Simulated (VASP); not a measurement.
# Mn (Fm-3m) in VASP: a series of runs, part 2 of 2

VASP 6.6.1. Earlier steps stand in the parts before.

### Step 5. Single point, r2SCAN (volume scaled by 1.08)

The input, POSCAR:

```
Mn
1.0
    0.0000000000      1.7808964807      1.7808964807
    1.7808964807      0.0000000000      1.7808964807
    1.7808964807      1.7808964807      0.0000000000
Mn
1
Direct
    0.0000000000      0.0000000000      0.0000000000
```

The input, INCAR.step1:

```
PREC = Accurate
ENCUT = 520
ISMEAR = -1
SIGMA = 0.1
LREAL = F
LASPH = T
NELM = 100
NBANDS = 12
GGA = PE
ALGO = Normal
EDIFF = 1E-4
LWAVE = T
LCHARG = F
```

The input, INCAR.step2:

```
PREC = Accurate
ENCUT = 520
EDIFF = 1E-6
ISMEAR = -1
SIGMA = 0.1
LREAL = F
LASPH = T
NELM = 100
ALGO = Normal
ISIF = 2
LWAVE = F
LCHARG = T
METAGGA = R2SCAN
LMIXTAU = T
LELF = T
LVHAR = T
NBANDS = 12
ISTART = 1
```

The input, KPOINTS:

```
regular mesh
0
Gamma
  17 17 17
```

On the command line:

```sh
> cat potpaw_PBE.64/Mn_pv/POTCAR > POTCAR
> cp INCAR.step1 INCAR
> mpirun -np 1 vasp_std > vasp.out
> cp INCAR.step2 INCAR
> mpirun -np 1 vasp_std > vasp.out
```

Run time: 2.6 min. Hardware: 1 thread of AMD EPYC 7R43 (Zen 3), shared host; peak memory 0.1 GiB.

Results (log left out):

| Quantity | Value |
| --- | --- |
| Free energy | -14.2255 eV |
| Pressure | -19.5 GPa |

Levels at points of the mesh, in eV from the Fermi level:
| k point | band 5 | band 6 | band 7 | band 8 | band 9 | band 10 |
| --- | --- | --- | --- | --- | --- | --- |
| (0.00, 0.00, 0.00) | -1.19 | -1.19 | -1.19 | 0.60 | 0.60 | 21.67 |

Caveat: the PAW data sets were made with another functional, which shifts forces and pressure a little; the run has no spin polarisation, though such a crystal can be magnetic.

### Step 6. Single point, r2SCAN (volume scaled by 1.12)

The input, POSCAR:

```
Mn
1.0
    0.0000000000      1.8026168711      1.8026168711
    1.8026168711      0.0000000000      1.8026168711
    1.8026168711      1.8026168711      0.0000000000
Mn
1
Direct
    0.0000000000      0.0000000000      0.0000000000
```

The input, INCAR.step1:

```
ALGO = Normal
EDIFF = 1E-4
ENCUT = 520
GGA = PE
ISMEAR = -1
LASPH = T
LCHARG = F
LREAL = F
LWAVE = T
NBANDS = 12
NELM = 100
PREC = Accurate
SIGMA = 0.1
```

The input, INCAR.step2:

```
ALGO = Normal
EDIFF = 1E-6
ENCUT = 520
ISIF = 2
ISMEAR = -1
ISTART = 1
LASPH = T
LCHARG = T
LELF = T
LMIXTAU = T
LREAL = F
LVHAR = T
LWAVE = F
METAGGA = R2SCAN
NBANDS = 12
NELM = 100
PREC = Accurate
SIGMA = 0.1
```

The input, KPOINTS:

```
k-points
0
Gamma
  17 17 17
```

Potentials or basis: VASP PAW PBE potentials, release 64 (Mn_pv).

On the command line:

```sh
> cat potpaw_PBE.64/Mn_pv/POTCAR > POTCAR
> cp INCAR.step1 INCAR
> mpirun -np 1 vasp_std > vasp.out
> cp INCAR.step2 INCAR
> mpirun -np 1 vasp_std > vasp.out
```

OUTCAR:

```text
EDIFF = 1E-6
   ENCUT = 520
   ISIF = 2
   ISMEAR = -1
   ISTART = 1
   LASPH = T
   LREAL = F
   METAGGA = R2SCAN
   NELM = 100
   PREC = Accurate

 ion  position               nearest neighbor table
   1  0.000  0.000  0.000-

  LATTYP: Found a face centered cubic cell.
 ALAT       =     3.6052337422

  Lattice vectors:

 A1 = (   0.0000000000,   1.8026168711,   1.8026168711)
 A2 = (   1.8026168711,   0.0000000000,   1.8026168711)
 A3 = (   1.8026168711,   1.8026168711,   0.0000000000)

Analysis of symmetry for initial positions (statically):
=====================================================================
 Subroutine PRICEL returns:
 Original cell was already a primitive cell.

 Routine SETGRP: Setting up the symmetry group for a
 face centered cubic supercell.

 Subroutine GETGRP returns: Found 48 space group operations
 (whereof 48 operations were pure point group operations)
 out of a pool of 48 trial point group operations.

The static configuration has the point symmetry O_h .

Analysis of symmetry for dynamics (positions and initial velocities):
=====================================================================
 Subroutine PRICEL returns:
 Original cell was already a primitive cell.

 Routine SETGRP: Setting up the symmetry group for a
 face centered cubic supercell.

 Subroutine GETGRP returns: Found 48 space group operations
 (whereof 48 operations were pure point group operations)
 out of a pool of 48 trial point group operations.

The dynamic configuration has the point symmetry O_h .

 Subroutine INISYM returns: Found 48 space group operations
 (whereof 48 operations are pure point group operations),
 and found     1 'primitive' translations

----------------------------------------------------------------------------------------

                                     Primitive cell

  volume of cell :      11.7149

  direct lattice vectors                    reciprocal lattice vectors
     0.000000000  1.802616871  1.802616871    -0.277374526  0.277374526  0.277374526
     1.802616871  0.000000000  1.802616871     0.277374526 -0.277374526  0.277374526
     1.802616871  1.802616871  0.000000000     0.277374526  0.277374526 -0.277374526

  length of vectors
     2.549285227  2.549285227  2.549285227     0.480426772  0.480426772  0.480426772

  position of ions in fractional coordinates (direct lattice)
     0.000000000  0.000000000  0.000000000

  ion indices of the primitive-cell ions
   primitive index   ion index
                 1           1

----------------------------------------------------------------------------------------

 KPOINTS: k-points

Automatic generation of k-mesh.
 Grid dimensions read from file:
 generate k-points for:   17   17   17

 Generating k-lattice:

  Cartesian coordinates                     Fractional coordinates (reciprocal lattice)
    -0.016316149  0.016316149  0.016316149     0.058823529  0.000000000  0.000000000
     0.016316149 -0.016316149  0.016316149     0.000000000  0.058823529  0.000000000
     0.016316149  0.016316149 -0.016316149     0.000000000  0.000000000  0.058823529

  Length of vectors
     0.028260398  0.028260398  0.028260398

  Shift w.r.t. Gamma in fractional coordinates (k-lattice)
     0.000000000  0.000000000  0.000000000

 Subroutine IBZKPT returns following result:
 ===========================================

 Found    165 irreducible k-points:

 Following reciprocal coordinates:
            Coordinates               Weight
  0.000000  0.000000  0.000000      1.000000
  0.058824  0.000000  0.000000      8.000000
  0.117647  0.000000  0.000000      8.000000
  0.176471  0.000000  0.000000      8.000000
  0.235294  0.000000  0.000000      8.000000
  0.294118  0.000000  0.000000      8.000000
[... 16 lines left out ...]
 -0.176471  0.058824  0.000000     24.000000
 -0.117647  0.058824  0.000000     24.000000
 [... further k-points ...]
   k-points           NKPTS =    165   k-points in BZ     NKDIM =    165   number of bands    NBANDS=     12
   number of dos      NEDOS =    301   number of ions     NIONS =      1
   total plane-waves  NPLWV =   8000
   dimension x,y,z NGX =    20 NGY =   20 NGZ =   20
   dimension x,y,z NGXF=    40 NGYF=   40 NGZF=   40
   ions per type =               1
   NGX,Y,Z   is equivalent  to a cutoff of  13.04, 13.04, 13.04 a.u.
   NGXF,Y,Z  is equivalent  to a cutoff of  26.09, 26.09, 26.09 a.u.
 SYSTEM =  unknown system
   PREC   = accura    normal or accurate (medium, high low for compatibility)
   ISTART =      1    job   : 0-new  1-cont  2-samecut
   ICHARG =      0    charge: 1-file 2-atom 10-const
   ISPIN  =      1    spin polarized calculation?
   LNONCOLLINEAR =      F non collinear calculations
   LSORBIT =      F    spin-orbit coupling
   LASPH  =      T    aspherical Exc in radial PAW
   ENCUT  =  520.0 eV  38.22 Ry    6.18 a.u.   4.74  4.74  4.74*2*pi/ulx,y,z
   NELM   =    100;   NELMIN=  2; NELMDL=  0     # of ELM steps
   EDIFF  = 0.1E-05   stopping-criterion for ELM
   LREAL  =      F    real-space projection
   EDIFFG = 0.1E-04   stopping-criterion for IOM
   NSW    =      0    number of steps for IOM
   IBRION =     -1    ionic relax: 0-MD 1-quasi-New 2-CG
   NFREE  =      0    steps in history (QN), initial steepest desc. (CG)
   ISIF   =      2    stress and relaxation
   ISYM   =      2    0-nonsym 1-usesym 2-fastsym
   POTIM  = 0.5000    time-step for ionic-motion
   TEBEG  =    0.0;   TEEND  =   0.0 temperature during run
   PSTRESS=    0.0 pullay stress
   NELECT =      13.0000    total number of electrons
   NUPDOWN=      -1.0000    fix difference up-down
   EMIN   =  10.00;   EMAX   =-10.00  energy-range for DOS
   EFERMI =   0.00;   METHOD = LEGACY
   ISMEAR =    -1;   SIGMA  =   0.10  broadening in eV -4-tet -1-fermi 0-gaus
   EFERMI_NEDOS =   21; number of points for ismear=-14 and -15
   IALGO  =     38    algorithm
   IMIX   =      4    mixing-type and parameters
     AMIX     =   0.40;   BMIX     =  1.00
     AMIX_MAG =   1.60;   BMIX_MAG =  1.00
  volume/ion in A,a.u.               =      11.71        79.06
  Fermi-wavevector in a.u.,A,eV,Ry     =   1.694894  3.202885 39.084985  2.872665
  Thomas-Fermi vector in A             =   2.776036
   LORBIT       =      0    0 simple, 1 ext, 2 COOP (PROOUT), +10 PAW based schemes
   METAGGA = R2SCAN    functional components
   LHFCALC =     F    Hartree Fock is set to
   AEXX    =    0.0000 exact exchange contribution
   IVDW    =     0    specifies the selected vdW correction
   LEPSILON=     F    determine dielectric tensor
   LRPA    =     F    only Hartree local field effects (RPA)
 non-spin polarized calculation
  energy-cutoff  :      520.00
  volume of cell :       11.71
 maximum number of plane-waves:       331
   NGX =  9   NGY =  9   NGZ =  9

 number of electron      13.0000012 magnetization

 Free energy of the ion-electron system (eV)
  ---------------------------------------------------
  ext. energy  EPLUGINS =         0.00000000
  ---------------------------------------------------
  free energy    TOTEN  =       -14.16511822 eV

  energy without entropy =      -14.11524909  energy(sigma->0) =      -14.14018366

 E-fermi :   9.2496     XC(G=0): -14.8214

 val. band max:        9.2254429942   @ k =   0.4118   0.2353   0.1176
 cond. band min:       9.2496473674   @ k =   0.4118   0.2353   0.0588
 fundamental gap:      0.0242043733
 Fermi energy:         9.2496412726

 k-point     1 :       0.0000    0.0000    0.0000
  band No.  band energies     occupation
      1     -40.2845      2.00000
      2     -40.2845      2.00000
      3     -40.2843      2.00000
      4       0.7669      2.00000
      5       8.1192      1.99998
      6       8.1192      1.99998
      7       8.1192      1.99998
      8       9.8269      0.00621
      9       9.8269      0.00621
     10      30.6702      0.00000
     11      36.4293      0.00000
     12      36.4295      0.00000

 k-point     2 :       0.0588    0.0000    0.0000
  band No.  band energies     occupation
      1     -40.3051      2.00000
      2     -40.2872      2.00000
      3     -40.2871      2.00000
      4       0.9100      2.00000
      5       8.0607      1.99999
      6       8.1615      1.99996
      7       8.1616      1.99996
      8       9.8050      0.00772
      9       9.8050      0.00772
     10      30.6232      0.00000
     11      34.9662      0.00000
     12      36.3865      0.00000
[... 316 lines left out ...]
 k-point    24 :      -0.1176    0.0588    0.0000
  band No.  band energies     occupation
      1     -40.3998      2.00000
      2     -40.3142      2.00000
      3     -40.2944      2.00000
      4       1.6458      2.00000
      5       7.7742      2.00000
      6       8.3518      1.99975
      7       8.3600      1.99973
      8       9.5987      0.05915
      9       9.8714      0.00398
     10      29.6797      0.00000
     11      31.8904      0.00000
     12      35.2388      0.00000

 [... further k-points ...]
[... 5 lines left out ...]
  --------------------------------------------------------------------------------------
  -------------------------------------------------------------------------------------
  Total       -1.9520621     -1.9520621     -1.9520621     -0.0000000      0.0000000     -0.0000000
  in kB     -266.9708988   -266.9708988   -266.9708988     -0.0000000      0.0000000     -0.0000000
  external PRESSURE =    -266.9708988 kB  Pullay stress =       0.0000000 kB

 VOLUME and BASIS-vectors are now :
 -----------------------------------------------------------------------------
  energy-cutoff  :      520.00
  volume of cell :       11.71
      direct lattice vectors                 reciprocal lattice vectors
     0.000000000  1.802616871  1.802616871    -0.277374526  0.277374526  0.277374526
     1.802616871  0.000000000  1.802616871     0.277374526 -0.277374526  0.277374526
     1.802616871  1.802616871  0.000000000     0.277374526  0.277374526 -0.277374526

 POSITION                                       TOTAL-FORCE (eV/Angst)
 -----------------------------------------------------------------------------------
      0.00000      0.00000      0.00000         0.000000     -0.000000     -0.000000
 -----------------------------------------------------------------------------------
    total drift:                               -0.000000     -0.000000     -0.000000

  FREE ENERGIE OF THE ION-ELECTRON SYSTEM (eV)
  ---------------------------------------------------
  free  energy   TOTEN  =       -14.1651182244 eV

  energy  without entropy=      -14.1152490943  energy(sigma->0) =      -14.14018366
```

Wall time 2.7 min (1 thread of AMD EPYC 7R43 (Zen 3), shared host); peak memory 0.11 GiB.

Results:

```
Free energy : -14.1651 eV
Pressure    : -26.7 GPa
```

Levels at points of the mesh, in eV from the Fermi level:
```tsv
k point	band 5	band 6	band 7	band 8	band 9	band 10
(0.00, 0.00, 0.00)	-1.13	-1.13	-1.13	0.58	0.58	21.42
```

Caveat: the PAW data sets were made with another functional, which shifts forces and pressure a little; the run has no spin polarisation, though such a crystal can be magnetic. Spin polarisation is off, so any magnetic state and its effect on volume and gap are missing.

### Step 7. Summary

| cell | gap on the mesh (eV) | pressure (GPa) |
| --- | --- | --- |
| a = 2.422 Å, angles 60.0°, 1 atom | none | 14.2 |
| a = 2.455 Å, angles 60.0°, 1 atom | none | 0.3 |
| a = 2.487 Å, angles 60.0°, 1 atom | none | -10.7 |
| a = 2.519 Å, angles 60.0°, 1 atom | none | -19.5 |
| a = 2.549 Å, angles 60.0°, 1 atom | none | -26.7 |

Alike in all rows: task single point; level r2SCAN; potentials or basis VASP PAW PBE potentials, release 64 (Mn_pv); no spin polarisation; k mesh 17 × 17 × 17; cutoff (eV) 520; smearing fermi-dirac 0.1 eV.

Caveats: the PAW data sets were made with another functional, which shifts forces and pressure a little; the run has no spin polarisation, though such a crystal can be magnetic.

Absolute energies hang on the potentials; compare differences alone.
